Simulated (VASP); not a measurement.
Runs of VASP 6.6.1 on BaSi12. The structure is that of space group P-31m (No. 162), or close to it. The cells are those of the table. 

```csv
task,cell,k mesh,cutoff (eV),gap on the mesh (eV),pressure (GPa),largest force (eV/Å)
relaxation of cell and atoms,"relaxed from a = 8.546, b = 8.546, c = 3.237 Å, angles 90.0, 90.0, 120.0°, 13 atoms",3 × 3 × 6,600,none,0.0,0.01
single point,"a = 8.864, b = 8.864, c = 3.847 Å, angles 90.0, 90.0, 120.0°, 13 atoms",3 × 3 × 6,520,none,0.1,(a)
single point,"a = 8.546, b = 8.546, c = 3.237 Å, angles 90.0, 90.0, 120.0°, 13 atoms",3 × 3 × 6,520,none,40.5,5.57
single point,"a = 8.122, b = 8.122, c = 4.442 Å, angles 90.0, 90.0, 120.0°, 13 atoms",6 × 6 × 10,520,none,0.1,0.01
```

Alike in all rows: level PBE; potentials or basis VASP PAW PBE potentials, release 64 (Ba_sv, Si); no spin polarisation; smearing gaussian 0.1 eV.

Fill in the values left out.

(a) 0.02.

Caveats: spin-orbit coupling is left out, which moves the levels of the heavy elements; forces of over 1 eV/Å act on the atoms, so gaps and moduli don't describe the material at rest (some runs).

A k mesh can miss the band edges, and the runs leave out spin-orbit coupling on Ba.

A gap of «none» marks levels without a gap at the run's occupations.
